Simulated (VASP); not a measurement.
Wanted: the native input for a VASP 6.6.1 run.

| Property | Result |
| --- | --- |
| Task | single point |
| Functional | r2SCAN |
| Potentials or basis | VASP PAW PBE potentials, release 64 (Zn, Se) |
| Cutoff | 550 eV |
| k mesh | 8 × 8 × 8 |
| Occupations | gaussian, width 0.01 eV |
| Spin | no spin polarisation |
| Dipole correction | no |
| Further INCAR settings | ALGO = Normal; EDIFF = 1e-06; NBANDS = 16 |

Crystal: ZnSe (Stilleite).

```
Zn Se
1.0
     0.00000    2.83242    2.83242
     2.83242    0.00000    2.83242
     2.83242    2.83242    0.00000
Zn Se
1 1
Direct
  0.00000 0.00000 0.00000
  0.25000 0.25000 0.25000
```

These files were run (other wordings do the same):

POSCAR

```
ZnSe
1.0
    0.0000000000      2.8324246766      2.8324246766
    2.8324246766      0.0000000000      2.8324246766
    2.8324246766      2.8324246766      0.0000000000
Zn Se
1 1
Direct
    0.0000000000      0.0000000000      0.0000000000
    0.2500000000      0.2500000000      0.2500000000
```

INCAR.step1

```
SYSTEM = ZnSe
ALGO = Normal
EDIFF = 1E-5
ENCUT = 550
GGA = PE
GGA_COMPAT = .False.
ISMEAR = 0
LASPH = .True.
LCHARG = .False.
LREAL = .False.
LWAVE = .True.
NBANDS = 16
NELM = 120
PREC = Accurate
SIGMA = 0.01
```

INCAR.step2

```
SYSTEM = ZnSe
ALGO = Normal
EDIFF = 1E-6
ENCUT = 550
GGA_COMPAT = .False.
ISIF = 2
ISMEAR = 0
ISTART = 1
LASPH = .True.
LCHARG = .False.
LMIXTAU = .True.
LREAL = .False.
LWAVE = .False.
METAGGA = R2SCAN
NBANDS = 16
NELM = 120
PREC = Accurate
SIGMA = 0.01
```

KPOINTS

```
k-points
0
Gamma
  8 8 8
  0 0 0
```

Potentials or basis: VASP PAW PBE potentials, release 64 (Zn, Se).

The run is started by

```bash
$ cat potpaw_PBE.64/Zn/POTCAR potpaw_PBE.64/Se/POTCAR > POTCAR
$ cp INCAR.step1 INCAR
$ mpirun -np 1 vasp_std > vasp.out
$ cp INCAR.step2 INCAR
$ mpirun -np 1 vasp_std > vasp.out
```

It gave:

| Property | Result |
| --- | --- |
| Pressure | 0.1 GPa |
| Band gap on the k mesh | 1.87 eV, direct |

Caveat: the PAW data sets were made with another functional, which shifts forces and pressure a little.

Wall time 100 s on 1 thread of Intel(R) Xeon(R) Platinum 8259CL CPU @ 2.50GHz (Skylake/Cascade Lake) (shared host), peak memory 0.19 GiB.
